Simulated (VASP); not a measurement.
# Lu2Si2O: single point with PBE

Lu2Si2O:

```
Lu Si O
1.0
     3.41843    0.00000    0.00000
    -1.70922    2.96045    0.00000
     0.00000    0.00000   10.53201
Lu Si O
2 2 1
Direct
  0.00000 0.00000 0.63459
  0.00000 0.00000 0.05814
  0.66667 0.33333 0.26125
  0.66667 0.33333 0.85395
  0.33333 0.66667 0.56703
```

The cell was built from a structure type or drawn by symmetry, and may not be a known phase.

```
Program             : VASP 6.6.1
Task                : single point
Functional          : PBE
Potentials or basis : VASP PAW PBE potentials, release 64 (Lu, Si, O)
Cutoff              : 520 eV
k mesh              : 6 × 6 × 4
Occupations         : gaussian, width 0.1 eV
Spin                : no spin polarisation
```

```json
{
 "Pressure": "0.5 GPa",
 "Largest force": "0.118 eV/Å",
 "Band gap on the k mesh": "zero (bands 32 and 33 overlap by 3.27 eV)"
}
```

Forces in eV/Å, atoms in the order of the input:
```
Lu   0.000  0.000  0.118
Lu   0.000  0.000  0.008
Si   0.000  0.000 -0.006
Si   0.000  0.000 -0.026
O    0.000  0.000 -0.094
```

Stress tensor (GPa, compression positive):
```
0.60 0.00 0.00
0.00 0.60 0.00
0.00 0.00 0.28
```

Levels at points of the mesh, in eV from the Fermi level:
```
           k point  band 28  band 29  band 30  band 31  band 32  band 33  band 34  band 35  band 36  band 37
(0.00, 0.00, 0.00)    -3.66    -3.66    -0.68     0.49     2.01     2.01     3.31     3.31     3.83     4.78
(0.50, 0.00, 0.00)    -3.22    -3.12    -2.62    -1.37    -0.56     0.80     1.19     2.35     2.79     3.48
(0.00, 0.00, 0.50)    -3.66    -3.20    -1.43     1.13     2.01     2.01     3.33     3.33     3.58     4.74
(0.50, 0.00, 0.50)    -3.22    -2.91    -2.69    -1.46    -0.52     0.79     1.19     2.34     2.98     3.41
```

Run time: 91 s on 1 thread of Intel(R) Xeon(R) 6975P-C (Granite Rapids) (shared host), peak memory 0.29 GiB.

Caveat: spin-orbit coupling is left out, which moves the levels of the heavy elements.
